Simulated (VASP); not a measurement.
Write the native input for VASP 6.6.1 that does the following.

```
Task                   : relaxation of cell and atoms
Functional             : PBEsol
Potentials or basis    : VASP PAW PBE potentials, release 64 (Zn, Au)
Cutoff                 : 600 eV
k mesh                 : 14 × 14 × 14
Occupations            : gaussian, width 0.1 eV
Spin                   : no spin polarisation
Dipole correction      : no
Further INCAR settings : ALGO = Fast; EDIFF = 1e-07; IBRION = 2; EDIFFG = -0.005; NSW = 100; ISIF = 3
```

The structure of ZnAu lies in POSCAR:

```
ZnAu
1.0
   -3.1470000000      0.0000000000      0.0000000000
    0.0000000000     -3.1470000000      0.0000000000
    0.0000000000      0.0000000000      3.1470000000
Zn Au
1 1
Direct
    0.5000000000      0.5000000000      0.5000000000
    0.0000000000      0.0000000000      0.0000000000
```

These files were run (other wordings do the same):

INCAR

```
SYSTEM = ZnAu
PREC     = Accurate       ! precision mode
ENCUT    = 600            ! plane-wave cutoff, eV
EDIFF    = 1E-7           ! SCF threshold, eV
ISMEAR   = 0              ! smearing method
SIGMA    = 0.1            ! smearing width, eV
LREAL    = .FALSE.        ! projectors in reciprocal space
LASPH    = .TRUE.         ! aspherical terms in the spheres
NELM     = 60             ! most SCF steps
ALGO     = Fast           ! electronic algorithm
ISIF     = 3              ! what is computed and relaxed
LWAVE    = .FALSE.        ! write WAVECAR
LCHARG   = .FALSE.        ! write CHGCAR
GGA      = PS             ! functional
IBRION   = 2              ! ionic algorithm
NSW      = 100            ! ionic steps
EDIFFG   = -0.005         ! ionic threshold
```

KPOINTS

```
regular mesh
0
G
  14 14 14
  0 0 0
```

Potentials or basis: VASP PAW PBE potentials, release 64 (Zn, Au).

Launch:

```sh
$ cat potpaw_PBE.64/Zn/POTCAR potpaw_PBE.64/Au/POTCAR > POTCAR
$ mpirun -np 1 vasp_std > vasp.out
```

Results of the run:

```
Relaxed volume                        : 15.32 Å³/atom
Relaxed cell                          : a = 3.129 Å, b = 3.129 Å, c = 3.129 Å, α = 90.00°, β = 90.00°, γ = 90.00°
Space group after relaxing (to 0.1 Å) : Pm-3m (No. 221)
Energy gained by relaxing             : 1.8 meV/atom
Ionic steps                           : 5
Pressure after relaxing               : 0.0 GPa
Band gap on the k mesh                : zero (an odd number of electrons rules out a gap without spin polarisation)
```

Caveat: the PAW data sets were made with another functional, which shifts forces and pressure a little; spin-orbit coupling is left out, which moves the levels of the heavy elements.

It took 4.1 min on 1 thread of Intel(R) Xeon(R) Platinum 8259CL CPU @ 2.50GHz (Skylake/Cascade Lake), on a shared host, peak memory 0.23 GiB.
